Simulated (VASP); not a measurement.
# MoS2 (P-3m1) in VASP: further runs, part 2 of 3

VASP 6.6.1.

### Step 4. Single point, PBEsol

This run uses another cell than the first one, of 18.03 Å³/atom.

Input file INCAR:

```
SYSTEM = MoS2
PREC = Accurate
ENCUT = 520
EDIFF = 1E-6
ISMEAR = -1
SIGMA = 0.1
LREAL = .False.
LASPH = .True.
NELM = 80
ALGO = Normal
ISIF = 2
LWAVE = .False.
LCHARG = .True.
GGA = PS
LELF = .True.
LVHAR = .True.
NBANDS = 20
```

Input file KPOINTS:

```
regular mesh
0
Gamma
  10 10 5
  0 0 0
```

Input file POSCAR:

```
MoS2
1.0
    3.1727467183      0.0000000000      0.0000000000
   -1.5863733592      2.7476867784      0.0000000000
    0.0000000000      0.0000000000      6.2054583099
Mo S
1 2
Direct
    0.0000000000      0.0000000000      0.5000000000
    0.3333333333      0.6666666667      0.2553200000
    0.6666666667      0.3333333333      0.7446800000
```

Potentials or basis: VASP PAW PBE potentials, release 64 (Mo_sv, S).

Started as:

```sh
$ cat potpaw_PBE.64/Mo_sv/POTCAR potpaw_PBE.64/S/POTCAR > POTCAR
$ mpirun -np 1 vasp_std > vasp.out
```

OUTCAR:

```text
SYSTEM = MoS2
   PREC = Accurate
   ENCUT = 520
   EDIFF = 1E-6
   ISMEAR = -1
   LREAL = .False.
   LASPH = .True.
   NELM = 80
   ISIF = 2
   GGA = PS

 ion  position               nearest neighbor table
   1  0.000  0.000  0.500-   2 2.38   3 2.38   3 2.38   2 2.38   3 2.38   2 2.38
   2  0.333  0.667  0.255-   1 2.38   1 2.38   1 2.38
   3  0.667  0.333  0.745-   1 2.38   1 2.38   1 2.38

  LATTYP: Found a hexagonal cell.
 ALAT       =     3.1727467183
 C/A-ratio  =     1.9558631246

  Lattice vectors:

 A1 = (   3.1727467183,   0.0000000000,   0.0000000000)
 A2 = (  -1.5863733592,   2.7476867784,   0.0000000000)
 A3 = (   0.0000000000,   0.0000000000,   6.2054583099)

Analysis of symmetry for initial positions (statically):
=====================================================================
 Subroutine PRICEL returns:
 Original cell was already a primitive cell.

 Routine SETGRP: Setting up the symmetry group for a
 hexagonal supercell.

 Subroutine GETGRP returns: Found 12 space group operations
 (whereof 12 operations were pure point group operations)
 out of a pool of 24 trial point group operations.

The static configuration has the point symmetry D_3d.

[... 160 lines left out ...]

 E-fermi :   7.5057     XC(G=0): -10.8755

 val. band max:        7.4637091635   @ k =   0.1000   0.0000   0.0000
 cond. band min:       7.5089461591   @ k =   0.2000   0.2000   0.4000
 fundamental gap:      0.0452369955
 Fermi energy:         7.5057388789

 k-point     1 :       0.0000    0.0000    0.0000
  band No.  band energies     occupation
      1     -54.1777      2.00000
      2     -28.2938      2.00000
      3     -28.2066      2.00000
      4     -28.2066      2.00000
      5      -7.6739      2.00000
      6      -6.0505      2.00000
[... 541 lines left out ...]
     19      14.0687      0.00000
     20      15.2559      0.00000

 [... further k-points ...]

------------------------ aborting loop because EDIFF is reached ----------------------------------------

  FORCE on cell =-STRESS in cart. coord.  units (eV):
  Direction    XX          YY          ZZ          XY          YZ          ZX
  --------------------------------------------------------------------------------------
  -------------------------------------------------------------------------------------
  Total        0.8012903      0.8012947      2.4409092     -0.0000000      0.0000000      0.0000000
  in kB       23.7314345     23.7315644     72.2912458     -0.0000000      0.0000000      0.0000000
  external PRESSURE =      39.9180816 kB  Pullay stress =       0.0000000 kB

 VOLUME and BASIS-vectors are now :
 -----------------------------------------------------------------------------
  energy-cutoff  :      520.00
  volume of cell :       54.10
      direct lattice vectors                 reciprocal lattice vectors
     3.172746718  0.000000000  0.000000000     0.315184315  0.181971251  0.000000000
    -1.586373359  2.747686778  0.000000000     0.000000000  0.363942502  0.000000000
     0.000000000  0.000000000  6.205458310     0.000000000  0.000000000  0.161148452

 POSITION                                       TOTAL-FORCE (eV/Angst)
 -----------------------------------------------------------------------------------
      0.00000      0.00000      3.10273        -0.000000      0.000000      0.000000
     -0.00000      1.83179      1.58438        -0.000000      0.000000     -0.892407
      1.58637      0.91590      4.62108         0.000000     -0.000000      0.892407
 -----------------------------------------------------------------------------------
    total drift:                                0.000000      0.000000      0.000000

  FREE ENERGIE OF THE ION-ELECTRON SYSTEM (eV)
  ---------------------------------------------------
  free  energy   TOTEN  =       -22.5849542987 eV

  energy  without entropy=      -22.5471777312  energy(sigma->0) =      -22.56606601
```

stdout:

```text
POSCAR found type information on POSCAR MoS
 POSCAR found :  2 types and       3 ions
 scaLAPACK will be used
 -----------------------------------------------------------------------------
|                                                                             |
|                                                                             |
|     You enforced a specific xc type in the INCAR file but a different       |
|     I HOPE YOU KNOW WHAT YOU ARE DOING!                                     |
|                                                                             |
 -----------------------------------------------------------------------------

 LDA part: xc-table for (Slater+PW92), standard interpolation
 POSCAR, INCAR and KPOINTS ok, starting setup
 FFT: planning ... GRIDC
 FFT: planning ... GRID_SOFT
 FFT: planning ... GRID
 WAVECAR not read
 entering main loop
```

Run time: 80 s. Hardware: 1 thread of AMD EPYC 7R13, shared host; peak memory 0.18 GiB.

What came out:

* Free energy: -22.5850 eV
* Pressure: 4.0 GPa
* Largest force: 0.892 eV/Å
* Band gap on the k mesh: zero (bands 13 and 14 overlap by 0.76 eV)

Forces on the atoms (eV/Å):
```
Mo   0.000  0.000  0.000
S    0.000  0.000 -0.892
S    0.000  0.000  0.892
```

Levels at points of the mesh, in eV from the Fermi level:
```
           k point  band 9  band 10  band 11  band 12  band 13  band 14  band 15  band 16  band 17  band 18
(0.00, 0.00, 0.00)   -4.29    -1.90    -1.23    -1.07    -1.07    -0.27    -0.27     3.41     3.41     6.00
(0.50, 0.00, 0.00)   -5.04    -4.34    -3.33    -1.84    -1.82     1.02     1.82     3.88     3.92     5.53
```

Caveat: the cell stands under pressure; the PAW data sets were made with another functional, which shifts forces and pressure a little; this functional lacks dispersion, which binds the layers, so the pressure and a relaxed spacing across them are unreliable.

[end of part 2 of 3]
